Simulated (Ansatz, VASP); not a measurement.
## One calculation of LaBi, two programs

```xyz
2
Lattice="0.0000 3.2825 3.2825 3.2825 0.0000 3.2825 3.2825 3.2825 0.0000" Properties=species:S:1:pos:R:3 pbc="T T T"
La    0.0000    0.0000    0.0000
Bi    3.2825    3.2825    3.2825
```

Alike in both runs: task single point; functional LDA; k mesh 6 × 6 × 6; no spin polarisation.

|  | VASP | Ansatz |
| --- | --- | --- |
| version | VASP 6.6.1 | Ansatz 0.2.0 |
| potentials or method | VASP PAW LDA potentials, release 64 (La, Bi_d), cutoff 520 eV | plane waves, PAW |
| occupations | methfessel-paxton of order 1, width 0.05 eV | cold, width 0.05 eV |
| valence electrons in the cell | 26 | 26 |

```tsv
	VASP	Ansatz	Ansatz less VASP
pressure (GPa)	-1.4	-1.4	-0.01
```

LDA's correlation is that of Perdew and Zunger in VASP and of Perdew and Wang (1992) in Ansatz.

Neither program's run includes spin-orbit coupling.
